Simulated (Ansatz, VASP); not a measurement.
# O in VASP and in Ansatz

```
O
1.0
     1.42335    0.82177    3.40830
    -1.42335    0.82177    3.40830
     0.00000   -1.64354    3.40830
O
2
Direct
  0.05770 0.05770 0.05770
  0.94230 0.94230 0.94230
```

Alike in both runs: task electric field gradients; functional PBE; k mesh 3 × 3 × 3; occupations fermi-dirac, width 0.02 eV; no spin polarisation.

|  | VASP | Ansatz |
| --- | --- | --- |
| version | VASP 6.6.1 | Ansatz 0.2.0 |
| potentials or method | VASP PAW PBE potentials, release 64 (O) | PAW with Ansatz's default frozen-core files, scalar-relativistic |
| plane-wave cutoff (eV) | 520 | 420 |
| valence electrons in the cell | 12 | 12 |

|  | VASP | Ansatz | Ansatz less VASP |
| --- | --- | --- | --- |
| pressure (GPa) | 8.9 | 4.9 | -4.06 |
| traceless stress, the component that is largest in VASP (GPa) | 32.41 | 23.59 | -8.822 |
| rms of the force components (eV/Å) | 2.423 | 1.439 | -0.9837 |
| size of Vzz on the site where it differs most (V/Å²) | 117.7 | 116.5 | -1.12 |

Atom by atom the forces differ by 0.984 eV/Å (rms over components). With one functional, cell and mesh, what is left measures potentials, basis and numerics.

The k mesh is coarse, so the values compare programs but aren't converged. Noted on VASP's run: the standard files for N, O and F lose accuracy on very short bonds; spin is off for a triplet molecule.
